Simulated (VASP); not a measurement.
SnH2Br2: relaxation of cell and atoms with PBE

Crystal: SnH2Br2.

```
Sn H Br
1.0
     4.33685    0.00000    0.00000
    -2.16842    3.75582    0.00000
     0.00000    0.00000    7.48593
Sn H Br
1 2 2
Direct
  0.00000 0.00000 0.00000
  0.33333 0.66667 0.79398
  0.66667 0.33333 0.20602
  0.33333 0.66667 0.22073
  0.66667 0.33333 0.77927
```

The cell was generated, and may not be a known phase.

```
Program                : VASP 6.6.1
Task                   : relaxation of cell and atoms
Functional             : PBE
Potentials or basis    : VASP PAW PBE potentials, release 64 (Sn_d, H, Br)
Cutoff                 : 600 eV
k mesh                 : 12 × 12 × 6
Occupations            : gaussian, width 0.1 eV
Spin                   : no spin polarisation
Dipole correction      : no
Further INCAR settings : ALGO = Normal; EDIFF = 1e-06; IBRION = 2; EDIFFG = -0.01; NSW = 100; ISIF = 3
```

| Property | Result |
| --- | --- |
| Relaxed volume | 24.38 Å³/atom |
| Relaxed cell | a = 4.318 Å, b = 4.318 Å, c = 7.551 Å, α = 90.00°, β = 90.00°, γ = 120.00° |
| Space group after relaxing (to 0.1 Å) | P-3m1 (No. 164) |
| Energy gained by relaxing | 0.4 meV/atom |
| Ionic steps | 5 |
| Pressure after relaxing | 0.0 GPa |
| Largest force after relaxing | 0.010 eV/Å |
| Band gap on the k mesh | zero (bands 15 and 16 overlap by 1.59 eV) |

Forces on the atoms (eV/Å):
```
Sn   0.000  0.000  0.000
H    0.000  0.000  0.010
H    0.000  0.000 -0.010
Br   0.000  0.000  0.005
Br   0.000  0.000 -0.005
```

Step by step:
```tsv
step	energy change (eV)	largest force (eV/Å)	pressure (GPa)	volume (Å³)
1	0.0000	0.0632	0.03	121.93
2	-0.0008	0.0495	0.01	122.00
3	-0.0020	0.0113	-0.05	122.21
4	-0.0020	0.0121	-0.08	122.27
5	-0.0021	0.0098	0.01	121.92
```

Final structure:
```xyz
5
Lattice="4.3178 0.0000 0.0000 -2.1589 3.7393 0.0000 0.0000 0.0000 7.5515" Properties=species:S:1:pos:R:3 pbc="T T T"
Sn    0.0000    0.0000    7.5515
H     0.0000    2.4929    5.9986
H     2.1589    1.2464    1.5529
Br    0.0000    2.4929    1.6821
Br    2.1589    1.2464    5.8694
```

Levels at points of the mesh, in eV from the Fermi level:
```tsv
k point	band 12	band 13	band 14	band 15	band 16	band 17	band 18	band 19
(0.00, 0.00, 0.00)	-3.16	-3.02	-2.39	-2.08	-0.21	2.19	2.19	3.24
(0.50, 0.00, 0.00)	-3.47	-3.20	-2.84	-0.41	0.69	2.88	3.11	3.47
(0.00, 0.00, 0.50)	-3.14	-3.14	-2.10	-1.99	-0.26	2.17	2.17	3.19
(0.50, 0.00, 0.50)	-3.35	-3.23	-3.01	-0.36	0.74	2.79	2.95	3.41
```

It took 5.5 min on 1 thread of Intel(R) Xeon(R) 6975P-C (Granite Rapids) (shared host), peak memory 0.5 GiB.

Caveat: spin-orbit coupling is left out, which moves the levels of the heavy elements; this functional lacks dispersion, which binds layers or chains, so the pressure and a relaxed spacing across them are unreliable.
